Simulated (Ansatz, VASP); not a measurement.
Mg9O8: VASP beside Ansatz

```xyz
17
Lattice="0.0000 4.2160 4.2160 4.2160 0.0000 4.2160 4.2160 4.2160 0.0000" Properties=species:S:1:pos:R:3 pbc="T T T"
Mg   -0.0268   -0.0248   -0.0265
Mg    2.1120    2.0863   -0.0056
Mg    2.1140   -0.0135    2.1149
Mg    4.3761    1.9635    1.9526
Mg   -0.0061    2.0868    2.1127
Mg    1.9207    4.4055    1.9193
Mg    1.9512    1.9625    4.3786
Mg    4.4520    4.4453    4.4510
Mg    3.2001    3.2777    3.2029
O     2.1367    2.1086    2.1369
O     4.2771    4.1964    1.9958
O     4.2039    2.0445    4.2056
O     6.3889    4.1510    4.1494
O     1.9935    4.1975    4.2808
O     4.1633    6.3867    4.1640
O     4.1496    4.1517    6.3891
O     6.3787    6.3847    6.3801
```

Alike in both runs: functional PBE; k mesh 2 × 2 × 2; occupations gaussian, width 0.02 eV; no spin polarisation.

Ansatz relaxed the structure, and its values are those at the end. VASP's run is a single point on that final structure, the one shown.

|  | VASP | Ansatz |
| --- | --- | --- |
| version | VASP 6.6.1 | Ansatz 0.2.0 |
| potentials or method | VASP PAW PBE potentials, release 64 (Mg, O), cutoff 520 eV | scalar-relativistic, plane waves, PAW |
| valence electrons in the cell | 66 | 138 |

```tsv
	VASP	Ansatz	Ansatz less VASP
rms of the force components (eV/Å)	0.016	0.010	-0.0061
```

With one functional, cell and mesh, what is left measures potentials, basis and numerics. VASP's potentials hold 66 valence electrons a cell and Ansatz's 138, so a difference there can come from the potentials and not from the codes.

The k mesh is coarse, so the values compare programs but aren't converged.
